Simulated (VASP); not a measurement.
# H11C2NO4 in VASP: single point with PBE

Aim: the single point of H11C2NO4 with PBE.

All numbers are computed with VASP 6.6.1; they aren't measurements. Logs are shortened: lines on timing, memory, paths and dates and some standing lists are left out, and cuts for length are marked.

### 1 The cell of the first run

The cell holds a disordered packing, 18 atoms: a = 5.491 Å, b = 5.491 Å, c = 5.491 Å, α = 90.00°, β = 90.00°, γ = 90.00°.

### 2 Single point, PBE

Input file INCAR:

```
SYSTEM = H11C2NO4
  PREC = Accurate
  ENCUT = 1000
  EDIFF = 1E-6
  ISMEAR = -1
  SIGMA = 0.02
  LREAL = Auto
  LASPH = .True.
  NELM = 120
  ALGO = Normal
  ISIF = 2
  LWAVE = .False.
  LCHARG = .False.
  GGA = PE
  NBANDS = 39
  GGA_COMPAT = .False.
```

Input file KPOINTS:

```
Automatic mesh
0
Gamma
  1 1 1
  0 0 0
```

Input file POSCAR:

```
H11C2NO4
1.0
    5.4914470000      0.0000000000      0.0000000000
    0.0000000000      5.4914470000      0.0000000000
    0.0000000000      0.0000000000      5.4914470000
O H C N
4 11 2 1
Direct
    0.5644778143      0.4835701774      0.6181612970
    0.8305825404      0.5034738567      1.0335891433
    0.1156161573      0.1982719673      0.7369642282
    0.9158059797      0.7723829439      0.5516032477
    0.6534707519      0.6160489212      0.5380913264
    0.6030650938      0.3418771045      0.5134530116
    0.7299169053      0.4944052087      0.8820261763
    0.7534626119      0.3763853134      1.1456361138
    0.2386256300      0.2625901698      0.6242799029
    0.0560690106      0.3419317349      0.8245367751
    0.9307200816      0.9307747120      0.6326747759
    0.9757901697      0.8074374568      0.3906802706
    0.3478500293      0.5681016315      0.0966776152
    0.1174007507      0.7798490999      0.1123565428
    0.2912893450      0.7633689263     -0.1590291229
    0.3009407174      0.7628408323      0.0424296183
    0.4515203370      0.9461258572      0.1483397727
    0.5558826298      1.1075405080      0.2403373828
```

Potentials or basis: VASP PAW PBE potentials, release 64 (O_h, H_h, C_h, N_h).

Command:

```
$ cat potpaw_PBE.64/O_h/POTCAR potpaw_PBE.64/H_h/POTCAR potpaw_PBE.64/C_h/POTCAR potpaw_PBE.64/N_h/POTCAR > POTCAR
$ mpirun -np 1 vasp_gam > vasp.out
```

OUTCAR:

```text
SYSTEM = H11C2NO4
   PREC = Accurate
   ENCUT = 1000
   EDIFF = 1E-6
   ISMEAR = -1
   LREAL = Auto
   LASPH = .True.
   NELM = 120
   ISIF = 2
   GGA = PE

 ion  position               nearest neighbor table
   1  0.564  0.484  0.618-   5 0.98   6 0.99
   2  0.831  0.503  0.034-   7 1.00   8 1.02
   3  0.116  0.198  0.737-  10 0.98   9 0.98
   4  0.916  0.772  0.552-  12 0.96  11 0.98
   5  0.653  0.616  0.538-   1 0.98
   6  0.603  0.342  0.513-   1 0.99
   7  0.730  0.494  0.882-   2 1.00
   8  0.753  0.376  0.146-   2 1.02
   9  0.239  0.263  0.624-   3 0.98
  10  0.056  0.342  0.825-   3 0.98
  11  0.931  0.931  0.633-   4 0.98
  12  0.976  0.807  0.391-   4 0.96
  13  0.348  0.568  0.097-  16 1.14
  14  0.117  0.780  0.112-  16 1.08
  15  0.291  0.763  0.841-  16 1.11
  16  0.301  0.763  0.042-  14 1.08  15 1.11  13 1.14  17 1.43
  17  0.452  0.946  0.148-  18 1.17  16 1.43
  18  0.556  0.108  0.240-  17 1.17

  LATTYP: Found a simple cubic cell.
 ALAT       =     5.4914470000

  Lattice vectors:

 A1 = (   5.4914470000,   0.0000000000,   0.0000000000)
 A2 = (   0.0000000000,   5.4914470000,   0.0000000000)
 A3 = (   0.0000000000,   0.0000000000,   5.4914470000)

Analysis of symmetry for initial positions (statically):
=====================================================================
 Subroutine PRICEL returns:
 Original cell was already a primitive cell.

 Routine SETGRP: Setting up the symmetry group for a
 simple cubic supercell.

 Subroutine GETGRP returns: Found  1 space group operations
 (whereof  1 operations were pure point group operations)
 out of a pool of 48 trial point group operations.

The static configuration has the point symmetry C_1 .

Analysis of symmetry for dynamics (positions and initial velocities):
=====================================================================
 Subroutine PRICEL returns:
 Original cell was already a primitive cell.

 Routine SETGRP: Setting up the symmetry group for a
 simple cubic supercell.

 Subroutine GETGRP returns: Found  1 space group operations
 (whereof  1 operations were pure point group operations)
 out of a pool of 48 trial point group operations.

The dynamic configuration has the point symmetry C_1 .

 Subroutine INISYM returns: Found  1 space group operations
 (whereof  1 operations are pure point group operations),
[... 105 lines left out ...]
   LREAL  =      T    real-space projection
   EDIFFG = 0.1E-04   stopping-criterion for IOM
   NSW    =      0    number of steps for IOM
   IBRION =     -1    ionic relax: 0-MD 1-quasi-New 2-CG
   NFREE  =      0    steps in history (QN), initial steepest desc. (CG)
   ISIF   =      2    stress and relaxation
   ISYM   =      2    0-nonsym 1-usesym 2-fastsym
   POTIM  = 0.5000    time-step for ionic-motion
   TEBEG  =    0.0;   TEEND  =   0.0 temperature during run
   PSTRESS=    0.0 pullay stress
   NELECT =      48.0000    total number of electrons
   NUPDOWN=      -1.0000    fix difference up-down
   EMIN   =  10.00;   EMAX   =-10.00  energy-range for DOS
   EFERMI =   0.00;   METHOD = LEGACY
   ISMEAR =    -1;   SIGMA  =   0.02  broadening in eV -4-tet -1-fermi 0-gaus
   EFERMI_NEDOS =   21; number of points for ismear=-14 and -15
   IALGO  =     38    algorithm
   IMIX   =      4    mixing-type and parameters
     AMIX     =   0.40;   BMIX     =  1.00
     AMIX_MAG =   1.60;   BMIX_MAG =  1.00
  volume/ion in A,a.u.               =       9.20        62.08
  Fermi-wavevector in a.u.,A,eV,Ry     =   1.083432  2.047390 15.970866  1.173826
  Thomas-Fermi vector in A             =   2.219498
   LORBIT       =      0    0 simple, 1 ext, 2 COOP (PROOUT), +10 PAW based schemes
   GGA     = PE    functional components
   LHFCALC =     F    Hartree Fock is set to
   AEXX    =    0.0000 exact exchange contribution
   IVDW    =     0    specifies the selected vdW correction
   LEPSILON=     F    determine dielectric tensor
   LRPA    =     F    only Hartree local field effects (RPA)
 non-spin polarized calculation
  energy-cutoff  :     1000.00
  volume of cell :      165.60
 maximum number of plane-waves:      5919
 NGX is ok and might be reduce to    60
   NGX = 29   NGY = 29   NGZ = 29

 number of electron      47.9999999 magnetization

 Free energy of the ion-electron system (eV)
  ---------------------------------------------------
  ext. energy  EPLUGINS =         0.00000000
  ---------------------------------------------------
  free energy    TOTEN  =       -95.39819458 eV

  energy without entropy =      -95.39819458  energy(sigma->0) =      -95.39819458

 E-fermi :  -2.0282     XC(G=0):  -7.5227

 val. band max:       -2.6099872560   @ k =   0.0000   0.0000   0.0000
 cond. band min:       2.6761130519   @ k =   0.0000   0.0000   0.0000
 fundamental gap:      5.2861003079
 Fermi energy:        -2.0281793943

 k-point     1 :       0.0000    0.0000    0.0000
  band No.  band energies     occupation
      1     -21.3961      2.00000
      2     -20.7759      2.00000
      3     -20.5590      2.00000
      4     -20.1079      2.00000
      5     -18.8948      2.00000
      6     -14.9255      2.00000
[... 28 lines left out ...]
     35       9.1225      0.00000
     36       9.4530      0.00000
 [bands above 36 left out]

------------------------ aborting loop because EDIFF is reached ----------------------------------------

  FORCE on cell =-STRESS in cart. coord.  units (eV):
  Direction    XX          YY          ZZ          XY          YZ          ZX
  --------------------------------------------------------------------------------------
  -------------------------------------------------------------------------------------
  Total        2.4096620     -1.6823549      0.2335295     -0.1387562     -0.0401731     -0.7998930
  in kB       23.3134378    -16.2767548      2.2593940     -1.3424638     -0.3886743     -7.7389508
  external PRESSURE =       3.0986923 kB  Pullay stress =       0.0000000 kB

 VOLUME and BASIS-vectors are now :
 -----------------------------------------------------------------------------
  energy-cutoff  :     1000.00
  volume of cell :      165.60
      direct lattice vectors                 reciprocal lattice vectors
     5.491447000  0.000000000  0.000000000     0.182101366  0.000000000  0.000000000
     0.000000000  5.491447000  0.000000000     0.000000000  0.182101366  0.000000000
     0.000000000  0.000000000  5.491447000     0.000000000  0.000000000  0.182101366

 POSITION                                       TOTAL-FORCE (eV/Angst)
 -----------------------------------------------------------------------------------
      3.09980      2.65550      3.39460        -0.722228     -1.021393     -0.412057
      4.56110      2.76480      0.18445        -0.509194     -1.122239      0.961578
      0.63490      1.08880      4.04700         0.372395      0.039684     -0.459831
      5.02910      4.24150      3.02910         0.192834      0.284940      0.147313
      3.58850      3.38300      2.95490         0.429369      0.387295      0.170203
      3.31170      1.87740      2.81960        -0.194252      0.263344      0.306102
[... 10 lines left out ...]
      2.47950      5.19560      0.81460         0.109336      0.392068      0.051881
      3.05260      0.59055      1.31980        -0.244901     -0.502465     -0.240027
 -----------------------------------------------------------------------------------
    total drift:                                0.001623      0.000781      0.000539

  FREE ENERGIE OF THE ION-ELECTRON SYSTEM (eV)
  ---------------------------------------------------
  free  energy   TOTEN  =       -95.3981945779 eV

  energy  without entropy=      -95.3981945779  energy(sigma->0) =      -95.39819458
```

OSZICAR:

```text
N       E                     dE             d eps       ncg     rms          rms(c)
DAV:   1     0.528670380190E+03    0.52867E+03   -0.36470E+04    78   0.191E+03
DAV:   2    -0.142091092282E+02   -0.54288E+03   -0.50053E+03   101   0.337E+02
DAV:   3    -0.101196543442E+03   -0.86987E+02   -0.85813E+02   100   0.140E+02
DAV:   4    -0.104256250763E+03   -0.30597E+01   -0.30328E+01   108   0.281E+01
DAV:   5    -0.104331314810E+03   -0.75064E-01   -0.75016E-01   100   0.441E+00    0.180E+01
DAV:   6    -0.959901653598E+02    0.83411E+01   -0.20502E+01   100   0.225E+01    0.724E+00
DAV:   7    -0.955289676673E+02    0.46120E+00   -0.15880E+00   108   0.661E+00    0.425E+00
DAV:   8    -0.953992032193E+02    0.12976E+00   -0.32544E-01    92   0.358E+00    0.125E+00
DAV:   9    -0.953948020713E+02    0.44011E-02   -0.44915E-02   100   0.134E+00    0.373E-01
DAV:  10    -0.953971693864E+02   -0.23673E-02   -0.14560E-02   100   0.782E-01    0.204E-01
DAV:  11    -0.953980258968E+02   -0.85651E-03   -0.41430E-03    85   0.401E-01    0.658E-02
DAV:  12    -0.953981633609E+02   -0.13746E-03   -0.37168E-04    92   0.124E-01    0.330E-02
DAV:  13    -0.953981950948E+02   -0.31734E-04   -0.95421E-05    93   0.616E-02    0.991E-03
DAV:  14    -0.953981941422E+02    0.95256E-06   -0.11588E-05   100   0.220E-02    0.451E-03
DAV:  15    -0.953981945779E+02   -0.43573E-06   -0.12510E-06    69   0.798E-03
   1 F= -.95398195E+02 E0= -.95398195E+02  d E =-.280459E-12
```

Wall time 29 s (1 thread of AMD EPYC 7R13 (Zen 3), shared host); peak memory 0.43 GiB.

What came out:

```yaml
Free_energy: -95.3982 eV
Pressure: 0.3 GPa
Largest_force: 1.725 eV/Å
```

Forces on the atoms (eV/Å):
```
O   -0.722 -1.021 -0.412
O   -0.509 -1.122  0.962
O    0.372  0.040 -0.460
O    0.193  0.285  0.147
H    0.429  0.387  0.170
H   -0.194  0.263  0.306
H    0.000 -0.044  0.215
H    0.687  0.979 -1.243
H   -0.324 -0.020  0.403
H   -0.213 -0.037  0.222
H    0.246  0.233  0.160
H   -0.006 -0.047 -0.397
H    0.284  0.843 -0.093
H   -0.683  0.343 -0.165
H    0.132  0.274  0.391
C    0.445 -1.245 -0.020
C    0.109  0.392  0.052
N   -0.245 -0.502 -0.240
```

Caveat: the k points lie up to 1.14 Å⁻¹ apart, too coarse for converged energies, forces and pressures.
